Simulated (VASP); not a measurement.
# NiO in VASP: a series of runs, part 2 of 2

VASP 6.6.1. The steps go on from the part before.

## 4. Single point, r2SCAN, collinear spin, ferromagnetic start

This run uses another cell than the first one: it holds 2 atoms, not 4.

POSCAR reads:

```
NiO
1.0
    0.0000000000      2.0404442104      2.0404442104
    2.0404442104      0.0000000000      2.0404442104
    2.0404442104      2.0404442104      0.0000000000
Ni O
1 1
Direct
    0.0000000000      0.0000000000      0.0000000000
    0.5000000000      0.5000000000      0.5000000000
```

INCAR.step1 reads:

```
PREC = Accurate
ENCUT = 520
ISMEAR = 0
SIGMA = 0.02
LREAL = F
LASPH = T
NELM = 150
ISPIN = 2
MAGMOM = 1.83 0.32
LMAXMIX = 4
NBANDS = 19
GGA = PE
ALGO = Normal
EDIFF = 1E-4
LWAVE = T
LCHARG = F
```

INCAR.step2 reads:

```
PREC = Accurate
ENCUT = 520
EDIFF = 1E-6
ISMEAR = 0
SIGMA = 0.02
LREAL = F
LASPH = T
NELM = 150
ALGO = Normal
ISIF = 2
LWAVE = F
LCHARG = F
ISPIN = 2
MAGMOM = 1.83 0.32
LORBIT = 11
LMAXMIX = 4
METAGGA = R2SCAN
LMIXTAU = T
NBANDS = 19
ISTART = 1
```

KPOINTS reads:

```
regular mesh
0
Gamma
  12 12 12
```

Command:

```bash
> cat potpaw_PBE.64/Ni/POTCAR potpaw_PBE.64/O/POTCAR > POTCAR
> cp INCAR.step1 INCAR
> mpirun -np 1 vasp_std > vasp.out
> cp INCAR.step2 INCAR
> mpirun -np 1 vasp_std > vasp.out
```

It took 2 min on 1 thread of AMD EPYC 9R45 (Zen 5), shared host; peak memory 0.15 GiB.

The run converged. Its results:

```
Free energy                                           : -20.0276 eV
Pressure                                              : 20.1 GPa
Band gap on the k mesh                                : 0.45 eV (least direct gap 1.64 eV)
Net moment                                            : 2.00 μB per cell
Site moments                                          : Ni +1.69; O +0.28 μB
Valence electrons inside the program's atomic spheres : Ni 9.07; O 5.09
```

Levels at points of the mesh, in eV from the valence-band top:
Spin up:
```csv
k point,band 5,band 6,band 7,band 8,band 9,band 10,band 11,band 12,band 13,band 14
"(0.00, 0.00, 0.00)",-3.39,-3.39,-3.26,-3.26,-3.26,2.48,18.94,20.08,20.08,20.08
"(0.50, 0.00, 0.00)",-2.69,-2.69,-1.96,0.00,0.00,6.38,11.53,15.22,15.22,23.01
"(0.50, 0.50, 0.00)",-4.30,-3.87,-3.16,-2.32,-2.32,7.14,12.01,12.93,18.51,18.51
```
Spin down:
```csv
k point,band 5,band 6,band 7,band 8,band 9,band 10
"(0.00, 0.00, 0.00)",-2.51,-2.51,-2.51,0.45,0.45,3.07
"(0.50, 0.00, 0.00)",-1.44,-1.44,-1.01,3.55,3.56,6.68
"(0.50, 0.50, 0.00)",-3.53,-1.35,-1.35,0.98,1.69,7.79
```

Caveat: the cell stands under pressure; semilocal functionals underestimate gaps, and a narrow one can read as zero; the PAW data sets were made with another functional, which shifts forces and pressure a little; a cell with one magnetic atom can't hold antiferromagnetic order, which such compounds often take. A k mesh can miss the band edges.

## 5. Single point, r2SCAN, collinear spin, ferromagnetic start

This run uses another cell than the first one: it holds 2 atoms, not 4.

POSCAR is that of step 4.

INCAR.step1 reads:

```
ALGO     = Normal         # electronic algorithm
EDIFF    = 1E-4           # SCF threshold, eV
ENCUT    = 520            # plane-wave cutoff, eV
GGA      = PE             # functional
ISMEAR   = 0              # smearing method
ISPIN    = 2              # spin polarisation
LASPH    = True           # aspherical terms in the spheres
LCHARG   = False          # write CHGCAR
LMAXMIX  = 4              # l up to which the mixer works
LREAL    = False          # projectors in reciprocal space
LWAVE    = True           # write WAVECAR
MAGMOM   = 1.82 0.32      # initial moments
NBANDS   = 19             # bands
NELM     = 150            # most SCF steps
PREC     = Accurate       # precision mode
SIGMA    = 0.02           # smearing width, eV
```

INCAR.step2 reads:

```
ALGO     = Normal         # electronic algorithm
EDIFF    = 1E-6           # SCF threshold, eV
ENCUT    = 520            # plane-wave cutoff, eV
ISIF     = 2              # what is computed and relaxed
ISMEAR   = 0              # smearing method
ISPIN    = 2              # spin polarisation
ISTART   = 1            
LASPH    = True           # aspherical terms in the spheres
LCHARG   = True           # write CHGCAR
LELF     = True           # ELF
LMAXMIX  = 4              # l up to which the mixer works
LMIXTAU  = True         
LORBIT   = 11             # projections on sites
LREAL    = False          # projectors in reciprocal space
LVHAR    = True         
LWAVE    = False          # write WAVECAR
MAGMOM   = 1.82 0.32      # initial moments
METAGGA  = R2SCAN         # meta-GGA
NBANDS   = 19             # bands
NELM     = 150            # most SCF steps
PREC     = Accurate       # precision mode
SIGMA    = 0.02           # smearing width, eV
```

KPOINTS reads:

```
k-points
0
Gamma
  12 12 12
```

Potentials or basis: VASP PAW PBE potentials, release 64 (Ni, O).

Command:

```bash
> cat potpaw_PBE.64/Ni/POTCAR potpaw_PBE.64/O/POTCAR > POTCAR
> cp INCAR.step1 INCAR
> mpirun -np 1 vasp_std > vasp.out
> cp INCAR.step2 INCAR
> mpirun -np 1 vasp_std > vasp.out
```

OUTCAR:

```text
EDIFF = 1E-6
   ENCUT = 520
   ISIF = 2
   ISMEAR = 0
   ISPIN = 2
   ISTART = 1
   LASPH = True
   LORBIT = 11
   LREAL = False
   METAGGA = R2SCAN
   NELM = 150
   PREC = Accurate

 ion  position               nearest neighbor table
   1  0.000  0.000  0.000-   2 2.04   2 2.04   2 2.04   2 2.04   2 2.04   2 2.04
   2  0.500  0.500  0.500-   1 2.04   1 2.04   1 2.04   1 2.04   1 2.04   1 2.04

  LATTYP: Found a face centered cubic cell.
 ALAT       =     4.0808884208

  Lattice vectors:

 A1 = (   0.0000000000,   2.0404442104,   2.0404442104)
 A2 = (   2.0404442104,   0.0000000000,   2.0404442104)
 A3 = (   2.0404442104,   2.0404442104,   0.0000000000)

Analysis of symmetry for initial positions (statically):
=====================================================================
 Subroutine PRICEL returns:
 Original cell was already a primitive cell.

 Routine SETGRP: Setting up the symmetry group for a
 face centered cubic supercell.

 Subroutine GETGRP returns: Found 48 space group operations
 (whereof 48 operations were pure point group operations)
 out of a pool of 48 trial point group operations.

The static configuration has the point symmetry O_h .

Analysis of symmetry for dynamics (positions and initial velocities):
=====================================================================
 Subroutine PRICEL returns:
 Original cell was already a primitive cell.

 Routine SETGRP: Setting up the symmetry group for a
 face centered cubic supercell.

 Subroutine GETGRP returns: Found 48 space group operations
 (whereof 48 operations were pure point group operations)
 out of a pool of 48 trial point group operations.

The dynamic configuration has the point symmetry O_h .

Analysis of structural, dynamic, and magnetic symmetry:
=====================================================================
 Subroutine PRICEL returns:
 Original cell was already a primitive cell.

[... 150 lines left out ...]
  ext. energy  EPLUGINS =         0.00000000
  ---------------------------------------------------
  free energy    TOTEN  =       -20.02762721 eV

  energy without entropy =      -20.02762721  energy(sigma->0) =      -20.02762721

 E-fermi :   8.9602     XC(G=0): -13.8609

 val. band max:        8.7193542350   @ k =   0.5000   0.0000   0.0000
 cond. band min:       9.1668479049   @ k =   0.0000   0.0000   0.0000
 fundamental gap:      0.4474936699
 Fermi energy:         8.9602161157

 spin component 1

 k-point     1 :       0.0000    0.0000    0.0000
  band No.  band energies     occupation
      1     -13.2204      1.00000
      2       4.4952      1.00000
      3       4.4955      1.00000
      4       5.3283      1.00000
      5       5.3284      1.00000
      6       5.3284      1.00000
[... 517 lines left out ...]
     18      41.4502      0.00000
     19      41.6488      0.00000

 [... further k-points ...]

 spin component 2

 k-point     1 :       0.0000    0.0000    0.0000
  band No.  band energies     occupation
      1     -12.6800      1.00000
      2       6.1811      1.00000
      3       6.1812      1.00000
      4       6.1812      1.00000
      5       6.2069      1.00000
      6       6.2072      1.00000
[... 517 lines left out ...]
     18      42.1708      0.00000
     19      42.4365      0.00000

 [... further k-points ...]

------------------------ aborting loop because EDIFF is reached ----------------------------------------

  FORCE on cell =-STRESS in cart. coord.  units (eV):
  Direction    XX          YY          ZZ          XY          YZ          ZX
  --------------------------------------------------------------------------------------
  -------------------------------------------------------------------------------------
  Total        2.1324907      2.1324907      2.1324907      0.0000000     -0.0000000      0.0000000
  in kB      201.0914249    201.0914249    201.0914249      0.0000000     -0.0000000      0.0000000
  external PRESSURE =     201.0914249 kB  Pullay stress =       0.0000000 kB

 VOLUME and BASIS-vectors are now :
 -----------------------------------------------------------------------------
  energy-cutoff  :      520.00
  volume of cell :       16.99
      direct lattice vectors                 reciprocal lattice vectors
     0.000000000  2.040444210  2.040444210    -0.245044681  0.245044681  0.245044681
     2.040444210  0.000000000  2.040444210     0.245044681 -0.245044681  0.245044681
     2.040444210  2.040444210  0.000000000     0.245044681  0.245044681 -0.245044681

 POSITION                                       TOTAL-FORCE (eV/Angst)
 -----------------------------------------------------------------------------------
      0.00000      0.00000      0.00000         0.000000      0.000000      0.000000
      2.04044      2.04044      2.04044        -0.000000     -0.000000     -0.000000
 -----------------------------------------------------------------------------------
    total drift:                                0.000000     -0.000000     -0.000000

  FREE ENERGIE OF THE ION-ELECTRON SYSTEM (eV)
  ---------------------------------------------------
  free  energy   TOTEN  =       -20.0276272123 eV

  energy  without entropy=      -20.0276272123  energy(sigma->0) =      -20.02762721

 total charge

# of ion       s       p       d       tot
------------------------------------------
    1        0.362   0.480   8.227   9.069
    2        1.556   3.538   0.000   5.094
--------------------------------------------------
tot          1.918   4.018   8.227  14.163

 magnetization (x)

# of ion       s       p       d       tot
------------------------------------------
    1        0.012   0.014   1.659   1.685
    2        0.031   0.253   0.000   0.284
--------------------------------------------------
tot          0.043   0.267   1.659   1.969
```

OUTCAR.step1:

```text
EDIFF = 1E-4
   ENCUT = 520
   GGA = PE
   ISMEAR = 0
   ISPIN = 2
[... 1298 lines left out ...]
 -----------------------------------------------------------------------------------
      0.00000      0.00000      0.00000         0.000000      0.000000      0.000000
      2.04044      2.04044      2.04044        -0.000000     -0.000000     -0.000000
 -----------------------------------------------------------------------------------
    total drift:                                0.000000     -0.000000     -0.000000

  FREE ENERGIE OF THE ION-ELECTRON SYSTEM (eV)
  ---------------------------------------------------
  free  energy   TOTEN  =       -11.3814743370 eV

  energy  without entropy=      -11.3811813041  energy(sigma->0) =      -11.38132782
```

Wall time 2 min (1 thread of AMD EPYC 9R45 (Zen 5), shared host); peak memory 0.15 GiB.

Results:

| Quantity | Value |
| --- | --- |
| Free energy | -20.0276 eV |
| Pressure | 20.1 GPa |
| Band gap on the k mesh | 0.45 eV (least direct gap 1.64 eV) |
| Net moment | 2.00 μB per cell |
| Site moments | Ni +1.69; O +0.28 μB |
| Valence electrons inside the program's atomic spheres | Ni 9.07; O 5.09 |

Levels at points of the mesh, in eV from the valence-band top:
Spin up:
```csv
k point,band 5,band 6,band 7,band 8,band 9,band 10,band 11,band 12,band 13,band 14
"(0.00, 0.00, 0.00)",-3.39,-3.39,-3.26,-3.26,-3.26,2.48,18.94,20.08,20.08,20.08
"(0.50, 0.00, 0.00)",-2.69,-2.69,-1.96,0.00,0.00,6.38,11.53,15.22,15.22,23.01
"(0.50, 0.50, 0.00)",-4.30,-3.87,-3.16,-2.32,-2.32,7.14,12.01,12.93,18.51,18.51
```
Spin down:
```tsv
k point	band 3	band 4	band 5	band 6	band 7	band 8	band 9	band 10	band 11	band 12
(0.00, 0.00, 0.00)	-2.54	-2.54	-2.51	-2.51	-2.51	0.45	0.45	3.07	19.03	20.44
(0.50, 0.00, 0.00)	-5.07	-5.07	-1.44	-1.44	-1.01	3.55	3.56	6.68	12.37	15.64
(0.50, 0.50, 0.00)	-4.08	-4.08	-3.53	-1.35	-1.35	0.98	1.69	7.79	12.65	13.32
```

Caveat: the cell stands under pressure; semilocal functionals underestimate gaps, and a narrow one can read as zero; the PAW data sets were made with another functional, which shifts forces and pressure a little; a cell with one magnetic atom can't hold antiferromagnetic order, which such compounds often take.

## 6. Overview

```tsv
cell	k mesh	gap on the mesh (eV)	pressure (GPa)	moment (μB)
a = 2.948, b = 2.948, c = 4.272 Å, 4 atoms, atomic positions A	10 × 10 × 8	0.61	-2.0	4.00
a = 2.932, b = 2.932, c = 4.356 Å, 4 atoms, atomic positions A	10 × 10 × 8	0.45	-3.0	4.00
a = 2.886 Å, angles 60.0°, 2 atoms, atomic positions B	12 × 12 × 12	0.45	20.1	2.00
```

Alike in all rows: task single point; level r2SCAN; potentials or basis VASP PAW PBE potentials, release 64 (Ni, O); spin collinear, ferromagnetic start; cutoff (eV) 520; smearing gaussian 0.02 eV.

Caveats: semilocal functionals underestimate gaps, and a narrow one can read as zero; the PAW data sets were made with another functional, which shifts forces and pressure a little; the stress differs along the axes, from -6 to 0 GPa (at least some runs); the stress differs along the axes, from -10 to 1 GPa (at least some runs); the cell stands under pressure (at least some runs); a cell with one magnetic atom can't hold antiferromagnetic order, which such compounds often take (at least some runs).

Absolute energies hang on the potentials; compare differences alone.
